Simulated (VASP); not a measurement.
# Li (I4/mmm) in VASP: further runs

Li is run at these levels: r2SCAN; tasks: single point.

Everything below comes from runs of VASP 6.6.1. Logs are shortened: lines on timing, memory, paths and dates and some standing lists are left out, and cuts for length are marked.

### Step 1. The cell of the first run

It takes space group I4/mmm (No. 139, tetragonal). Conventional cell: a = 2.958 Å, b = 2.958 Å, c = 4.624 Å, α = 90.00°, β = 90.00°, γ = 90.00°. Li (site symmetry 4/mmm) has 12 Li at 2.96 to 3.12 Å within 3.9 Å.

### Step 2. Single point, r2SCAN (strain -0.050 along x and y, +0.050 along z)

POSCAR reads:

```
Li
1.0
    0.0000000000      2.0919000000      2.3121000000
    2.0919000000      0.0000000000      2.3121000000
    2.0919000000      2.0919000000      0.0000000000
Li
1
Direct
    0.0000000000      0.0000000000      0.0000000000
```

INCAR.step1 reads:

```
SYSTEM = Li
PREC = Accurate
ENCUT = 830
ISMEAR = 0
SIGMA = 0.15
LREAL = .FALSE.
LASPH = .TRUE.
NELM = 120
NBANDS = 8
GGA = PE
ALGO = Normal
EDIFF = 1E-5
LWAVE = .TRUE.
LCHARG = .FALSE.
GGA_COMPAT = .FALSE.
```

INCAR.step2 reads:

```
SYSTEM = Li
PREC = Accurate
ENCUT = 830
EDIFF = 1E-6
ISMEAR = 0
SIGMA = 0.15
LREAL = .FALSE.
LASPH = .TRUE.
NELM = 120
ALGO = Normal
ISIF = 2
LWAVE = .FALSE.
LCHARG = .TRUE.
METAGGA = R2SCAN
LMIXTAU = .TRUE.
LELF = .TRUE.
LVHAR = .TRUE.
NBANDS = 8
ISTART = 1
GGA_COMPAT = .FALSE.
```

KPOINTS reads:

```
Automatic mesh
0
G
  18 18 18
  0 0 0
```

Potentials or basis: VASP PAW PBE potentials, release 64 (Li_sv).

Run with:

```
$ cat potpaw_PBE.64/Li_sv/POTCAR > POTCAR
$ cp INCAR.step1 INCAR
$ mpirun -np 1 vasp_std > vasp.out
$ cp INCAR.step2 INCAR
$ mpirun -np 1 vasp_std > vasp.out
```

OUTCAR:

```text
SYSTEM = Li
   PREC = Accurate
   ENCUT = 830
   EDIFF = 1E-6
   ISMEAR = 0
   LREAL = .FALSE.
   LASPH = .TRUE.
   NELM = 120
   ISIF = 2
   METAGGA = R2SCAN
   ISTART = 1

 ion  position               nearest neighbor table
   1  0.000  0.000  0.000-

  LATTYP: Found a body centered tetragonal cell.
 ALAT       =     2.9583933511
 C/A-ratio  =     1.5630781479

  Lattice vectors:

 A1 = (  -2.0919000000,   0.0000000000,   2.3121000000)
 A2 = (   2.0919000000,   0.0000000000,   2.3121000000)
 A3 = (   0.0000000000,   2.0919000000,  -2.3121000000)

Analysis of symmetry for initial positions (statically):
=====================================================================
 Subroutine PRICEL returns:
 Original cell was already a primitive cell.

 Routine SETGRP: Setting up the symmetry group for a
 body centered tetragonal supercell.

 Subroutine GETGRP returns: Found 16 space group operations
 (whereof 16 operations were pure point group operations)
 out of a pool of 16 trial point group operations.

The static configuration has the point symmetry D_4h.

Analysis of symmetry for dynamics (positions and initial velocities):
=====================================================================
 Subroutine PRICEL returns:
 Original cell was already a primitive cell.

 Routine SETGRP: Setting up the symmetry group for a
 body centered tetragonal supercell.

 Subroutine GETGRP returns: Found 16 space group operations
 (whereof 16 operations were pure point group operations)
 out of a pool of 16 trial point group operations.

The dynamic configuration has the point symmetry D_4h.

 Subroutine INISYM returns: Found 16 space group operations
 (whereof 16 operations are pure point group operations),
 and found     1 'primitive' translations

----------------------------------------------------------------------------------------

                                     Primitive cell

  volume of cell :      20.2357

  direct lattice vectors                    reciprocal lattice vectors
     0.000000000  2.091900000  2.312100000    -0.239017161  0.239017161  0.216253622
     2.091900000  0.000000000  2.312100000     0.239017161 -0.239017161  0.216253622
     2.091900000  2.091900000  0.000000000     0.239017161  0.239017161 -0.216253622

  length of vectors
     3.117988457  3.117988457  2.958393351     0.401278003  0.401278003  0.401278003

  position of ions in fractional coordinates (direct lattice)
     0.000000000  0.000000000  0.000000000

  ion indices of the primitive-cell ions
   primitive index   ion index
                 1           1

----------------------------------------------------------------------------------------

 KPOINTS: Automatic mesh

Automatic generation of k-mesh.
 Grid dimensions read from file:
 generate k-points for:   18   18   18

 Generating k-lattice:

  Cartesian coordinates                     Fractional coordinates (reciprocal lattice)
    -0.013278731  0.013278731  0.012014090     0.055555556  0.000000000  0.000000000
     0.013278731 -0.013278731  0.012014090     0.000000000  0.055555556  0.000000000
     0.013278731  0.013278731 -0.012014090    -0.000000000 -0.000000000  0.055555556

  Length of vectors
     0.022293222  0.022293222  0.022293222

  Shift w.r.t. Gamma in fractional coordinates (k-lattice)
     0.000000000  0.000000000  0.000000000

 Subroutine IBZKPT returns following result:
 ===========================================

 Found    480 irreducible k-points:

 Following reciprocal coordinates:
            Coordinates               Weight
  0.000000  0.000000  0.000000      1.000000
  0.055556  0.000000  0.000000      8.000000
  0.111111  0.000000  0.000000      8.000000
  0.166667  0.000000  0.000000      8.000000
  0.222222  0.000000  0.000000      8.000000
  0.277778  0.000000  0.000000      8.000000
[... 16 lines left out ...]
 -0.277778  0.055556  0.000000      8.000000
 -0.222222  0.055556  0.000000      8.000000
 [... further k-points ...]
   k-points           NKPTS =    480   k-points in BZ     NKDIM =    480   number of bands    NBANDS=      8
   number of dos      NEDOS =    301   number of ions     NIONS =      1
   total plane-waves  NPLWV =  25200
   dimension x,y,z NGX =    30 NGY =   30 NGZ =   28
   dimension x,y,z NGXF=    60 NGYF=   60 NGZF=   56
   ions per type =               1
   NGX,Y,Z   is equivalent  to a cutoff of  16.00, 16.00, 15.73 a.u.
   NGXF,Y,Z  is equivalent  to a cutoff of  31.99, 31.99, 31.47 a.u.
 SYSTEM =  Li
   PREC   = accura    normal or accurate (medium, high low for compatibility)
   ISTART =      1    job   : 0-new  1-cont  2-samecut
   ICHARG =      0    charge: 1-file 2-atom 10-const
   ISPIN  =      1    spin polarized calculation?
   LNONCOLLINEAR =      F non collinear calculations
   LSORBIT =      F    spin-orbit coupling
   LASPH  =      T    aspherical Exc in radial PAW
   ENCUT  =  830.0 eV  61.00 Ry    7.81 a.u.   7.32  7.32  6.95*2*pi/ulx,y,z
   NELM   =    120;   NELMIN=  2; NELMDL=  0     # of ELM steps
   EDIFF  = 0.1E-05   stopping-criterion for ELM
   LREAL  =      F    real-space projection
   EDIFFG = 0.1E-04   stopping-criterion for IOM
   NSW    =      0    number of steps for IOM
   IBRION =     -1    ionic relax: 0-MD 1-quasi-New 2-CG
   NFREE  =      0    steps in history (QN), initial steepest desc. (CG)
   ISIF   =      2    stress and relaxation
   ISYM   =      2    0-nonsym 1-usesym 2-fastsym
   POTIM  = 0.5000    time-step for ionic-motion
   TEBEG  =    0.0;   TEEND  =   0.0 temperature during run
   PSTRESS=    0.0 pullay stress
   NELECT =       3.0000    total number of electrons
   NUPDOWN=      -1.0000    fix difference up-down
   EMIN   =  10.00;   EMAX   =-10.00  energy-range for DOS
   EFERMI =   0.00;   METHOD = LEGACY
   ISMEAR =     0;   SIGMA  =   0.15  broadening in eV -4-tet -1-fermi 0-gaus
   EFERMI_NEDOS =   21; number of points for ismear=-14 and -15
   IALGO  =     38    algorithm
   IMIX   =      4    mixing-type and parameters
     AMIX     =   0.40;   BMIX     =  1.00
     AMIX_MAG =   1.60;   BMIX_MAG =  1.00
  volume/ion in A,a.u.               =      20.24       136.56
  Fermi-wavevector in a.u.,A,eV,Ry     =   0.866448  1.637349 10.214327  0.750732
  Thomas-Fermi vector in A             =   1.984838
   LORBIT       =      0    0 simple, 1 ext, 2 COOP (PROOUT), +10 PAW based schemes
   METAGGA = R2SCAN    functional components
   LHFCALC =     F    Hartree Fock is set to
   AEXX    =    0.0000 exact exchange contribution
   IVDW    =     0    specifies the selected vdW correction
   LEPSILON=     F    determine dielectric tensor
   LRPA    =     F    only Hartree local field effects (RPA)
 non-spin polarized calculation
 Gauss-broadening in eV      SIGMA  =   0.15
  energy-cutoff  :      830.00
  volume of cell :       20.24
 maximum number of plane-waves:      1116
 NGX is ok and might be reduce to    30
   NGX = 15   NGY = 15   NGZ = 13

 number of electron       3.0000000 magnetization

 Free energy of the ion-electron system (eV)
  ---------------------------------------------------
  ext. energy  EPLUGINS =         0.00000000
  ---------------------------------------------------
  free energy    TOTEN  =        -2.38477523 eV

  energy without entropy =       -2.37964487  energy(sigma->0) =       -2.38221005

 E-fermi :   0.6379     XC(G=0):  -7.4502

 val. band max:        0.6345448407   @ k =  -0.1111   0.3333   0.2778
 cond. band min:       0.6402348493   @ k =   0.4444   0.3889   0.0000
 fundamental gap:      0.0056900086
 Fermi energy:         0.6379392434

 k-point     1 :       0.0000    0.0000    0.0000
  band No.  band energies     occupation
      1     -47.4127      2.00000
      2      -3.2552      2.00000
      3      16.6344      0.00000
      4      16.6366      0.00000
      5      16.6376      0.00000
      6      19.8515      0.00000
      7      20.2941      0.00000
      8      20.2944      0.00000

 k-point     2 :       0.0556    0.0000    0.0000
  band No.  band energies     occupation
      1     -47.4121      2.00000
      2      -3.1946      2.00000
      3      15.8438      0.00000
      4      16.3929      0.00000
      5      16.5274      0.00000
      6      19.6164      0.00000
      7      20.2686      0.00000
      8      20.5350      0.00000

 k-point     3 :       0.1111    0.0000    0.0000
  band No.  band energies     occupation
      1     -47.4104      2.00000
      2      -3.0128      2.00000
      3      14.1121      0.00000
      4      15.8525      0.00000
      5      16.2752      0.00000
      6      19.4613      0.00000
      7      20.5431      0.00000
      8      21.1595      0.00000

 k-point     4 :       0.1667    0.0000    0.0000
  band No.  band energies     occupation
      1     -47.4078      2.00000
      2      -2.7099      2.00000
      3      12.1706      0.00000
      4      15.2551      0.00000
      5      16.0039      0.00000
      6      19.4869      0.00000
      7      20.0344      0.00000
      8      21.9315      0.00000

 k-point     5 :       0.2222    0.0000    0.0000
  band No.  band energies     occupation
      1     -47.4045      2.00000
      2      -2.2871      2.00000
      3      10.2657      0.00000
      4      14.7078      0.00000
      5      15.7861      0.00000
      6      18.9375      0.00000
      7      20.0502      0.00000
      8      22.2557      0.00000

 k-point     6 :       0.2778    0.0000    0.0000
  band No.  band energies     occupation
      1     -47.4011      2.00000
      2      -1.7480      2.00000
      3       8.4763      0.00000
      4      14.2482      0.00000
      5      15.6505      0.00000
      6      18.2707      0.00000
      7      20.2057      0.00000
      8      21.6443      0.00000

 k-point     7 :       0.3333    0.0000    0.0000
  band No.  band energies     occupation
      1     -47.3979      2.00000
      2      -1.1035      2.00000
      3       6.8426      0.00000
      4      13.8887      0.00000
      5      15.5988      0.00000
      6      17.7332      0.00000
      7      20.1342      0.00000
      8      20.8105      0.00000
[... 133 lines left out ...]
 k-point    20 :      -0.4444    0.0556    0.0000
  band No.  band energies     occupation
      1     -47.3930      2.00000
      2       0.5824      1.39972
      3       3.9983      0.00000
      4      12.7088      0.00000
      5      15.5840      0.00000
      6      17.4377      0.00000
      7      19.7276      0.00000
      8      20.1943      0.00000

 k-point    21 :      -0.3889    0.0556    0.0000
  band No.  band energies     occupation
      1     -47.3942      2.00000
      2      -0.0247      2.00000
      3       4.9163      0.00000
      4      12.6774      0.00000
      5      15.8710      0.00000
      6      17.9200      0.00000
      7      19.7470      0.00000
      8      20.2673      0.00000

 k-point    22 :      -0.3333    0.0556    0.0000
  band No.  band energies     occupation
      1     -47.3964      2.00000
      2      -0.7551      2.00000
      3       6.2420      0.00000
      4      12.7769      0.00000
      5      16.1095      0.00000
      6      18.5144      0.00000
      7      20.0916      0.00000
      8      20.4817      0.00000

 k-point    23 :      -0.2778    0.0556    0.0000
  band No.  band energies     occupation
      1     -47.3993      2.00000
      2      -1.4382      2.00000
      3       7.7985      0.00000
      4      13.0077      0.00000
      5      16.3033      0.00000
      6      19.1489      0.00000
      7      20.7212      0.00000
      8      20.7742      0.00000

 k-point    24 :      -0.2222    0.0556    0.0000
  band No.  band energies     occupation
      1     -47.4026      2.00000
      2      -2.0241      2.00000
      3       9.5248      0.00000
      4      13.3685      0.00000
      5      16.4815      0.00000
      6      19.5912      0.00000
      7      21.0525      0.00000
      8      21.4536      0.00000

 [... further k-points ...]

------------------------ aborting loop because EDIFF is reached ----------------------------------------

  FORCE on cell =-STRESS in cart. coord.  units (eV):
  Direction    XX          YY          ZZ          XY          YZ          ZX
  --------------------------------------------------------------------------------------
  -------------------------------------------------------------------------------------
  Total        0.0519920      0.0519920     -0.0393525      0.0000000      0.0000000      0.0000000
  in kB        4.1165043      4.1165043     -3.1157666      0.0000000      0.0000000      0.0000000
  external PRESSURE =       1.7057473 kB  Pullay stress =       0.0000000 kB

 VOLUME and BASIS-vectors are now :
 -----------------------------------------------------------------------------
  energy-cutoff  :      830.00
  volume of cell :       20.24
      direct lattice vectors                 reciprocal lattice vectors
     0.000000000  2.091900000  2.312100000    -0.239017161  0.239017161  0.216253622
     2.091900000  0.000000000  2.312100000     0.239017161 -0.239017161  0.216253622
     2.091900000  2.091900000  0.000000000     0.239017161  0.239017161 -0.216253622

 POSITION                                       TOTAL-FORCE (eV/Angst)
 -----------------------------------------------------------------------------------
      0.00000      0.00000      0.00000        -0.000000     -0.000000      0.000000
 -----------------------------------------------------------------------------------
    total drift:                               -0.000000     -0.000000     -0.000000

  FREE ENERGIE OF THE ION-ELECTRON SYSTEM (eV)
  ---------------------------------------------------
  free  energy   TOTEN  =        -2.3847752339 eV

  energy  without entropy=       -2.3796448720  energy(sigma->0) =       -2.38221005
```

Run time: 12 min. Hardware: 1 thread of Oxide Virtual Turin-like, shared host; peak memory 0.22 GiB.

Results:

```
Free energy            : -2.3848 eV
Pressure               : 0.2 GPa
Band gap on the k mesh : zero (an odd number of electrons rules out a gap without spin polarisation)
```

Stress tensor (GPa, compression positive):
```
 0.41  0.00  0.00
 0.00  0.41  0.00
 0.00  0.00 -0.31
```

Caveat: the cell differs from its parent crystal (strain -0.050 along x and y, +0.050 along z); the PAW data sets were made with another functional, which shifts forces and pressure a little.

(Part 1 of 2 ends here.)

The gap in the log of VASP goes by the Fermi energy; the results here count the filled bands.